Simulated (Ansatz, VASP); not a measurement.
# One calculation of V, two programs

```
V
1.0
    -1.51300    1.51300    1.51300
     1.51300   -1.51300    1.51300
     1.51300    1.51300   -1.51300
V
1
Direct
  0.00000 0.00000 0.00000
```

Alike in both runs: task single point; functional PBEsol; k mesh 8 × 8 × 8; occupations gaussian, width 0.1 eV; collinear spin.

|  | VASP | Ansatz |
| --- | --- | --- |
| version | VASP 6.6.1 | Ansatz 0.2.0 |
| potentials or method | VASP PAW PBE potentials, release 64 (V_sv), cutoff 500 eV | scalar-relativistic, plane waves, PAW |
| valence electrons in the cell | 13 | 13 |

```csv
,VASP,Ansatz,Ansatz less VASP
gap on the k mesh at the Fermi level (eV),none,none,-
pressure (GPa),-12.7,-12.8,-0.09
net moment per atom (μB),0.00,0.00,0.000
```

VASP's potentials were made for PBE, not for PBEsol. A gap of «none» marks a metal or a gap that the smearing closes. Ansatz's warnings: seeded moment not kept.

The k mesh is coarse, so the values compare programs but aren't converged.
